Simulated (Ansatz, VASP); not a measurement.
# MgO: VASP beside Ansatz

```xyz
2
Lattice="0.0000 2.0387 2.0387 2.0387 0.0000 2.0387 2.0387 2.0387 0.0000" Properties=species:S:1:pos:R:3 pbc="T T T"
Mg    0.0000    0.0000    0.0000
O     2.0387    2.0387    2.0387
```

Alike in both runs: task single point; functional PBE; dispersion D3(BJ); k mesh 10 × 10 × 10; occupations gaussian, width 0.02 eV; no spin polarisation.

|  | VASP | Ansatz |
| --- | --- | --- |
| version | VASP 6.6.1 | Ansatz 0.2.0 |
| potentials or method | VASP PAW PBE potentials, release 64 (Mg, O), cutoff 600 eV | scalar-relativistic, plane waves, PAW |
| valence electrons in the cell | 8 | 16 |

Ansatz gave:

| Item | Value |
| --- | --- |
| gap on the k mesh at the Fermi level (eV) | 5.75 |
| least direct gap on the mesh (eV) | 5.75 |
| pressure (GPa) | 18.2 |

Estimate VASP's values.

gap on the k mesh at the Fermi level (eV): 5.74; least direct gap on the mesh (eV): 5.74; pressure (GPa): 17.3.

VASP's potentials hold 8 valence electrons a cell and Ansatz's 16, so a difference there can come from the potentials and not from the codes.
